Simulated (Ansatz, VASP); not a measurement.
# H11C2NO4: VASP beside Ansatz

```xyz
18
Lattice="5.9155 0.0000 0.0000 0.0000 5.9155 0.0000 0.0000 0.0000 5.9155" Properties=species:S:1:pos:R:3 pbc="T T T"
O     3.9322    3.3604    2.7571
O     2.3796    1.3492    3.1739
O     2.5073    4.9218    4.4319
O    -0.0342    2.2324    4.3936
H     3.8485    3.6696    1.8381
H     3.3509    2.5278    2.8240
H     2.6032    0.5575    3.7386
H     1.7738    0.9324    2.5103
H     1.5800    4.6632    4.2801
H     3.0285    4.3385    3.8096
H    -0.5588    2.5863    3.6370
H     0.8368    1.9804    4.0139
H     3.9976    4.9667    5.9530
H     5.2977    5.4270    4.8413
H     5.3459    3.7996    5.6080
C     5.0786    4.8621    5.7721
C     5.8368    5.4228    6.8467
N     6.4562    5.8696    7.7191
```

Alike in both runs: functional PBE; dispersion D3(BJ); k mesh 1 × 1 × 1; occupations fermi-dirac, width 0.05 eV; no spin polarisation.

Ansatz relaxed the structure, and its values are those at the end. VASP's run is a single point on that final structure, the one shown.

|  | VASP | Ansatz |
| --- | --- | --- |
| version | VASP 6.6.1 | Ansatz 0.2.0 |
| potentials or method | VASP PAW PBE potentials, release 64 (O_h, H_h, C_h, N_h), cutoff 1000 eV | scalar-relativistic, plane waves, PAW |
| valence electrons in the cell | 48 | 48 |

```tsv
	VASP	Ansatz	Ansatz less VASP
gap on the k mesh at the Fermi level (eV)	4.89	4.89	-0.005
rms of the force components (eV/Å)	0.084	0.082	-0.0015
```

Ansatz's warnings: xc potential rough in thin density.
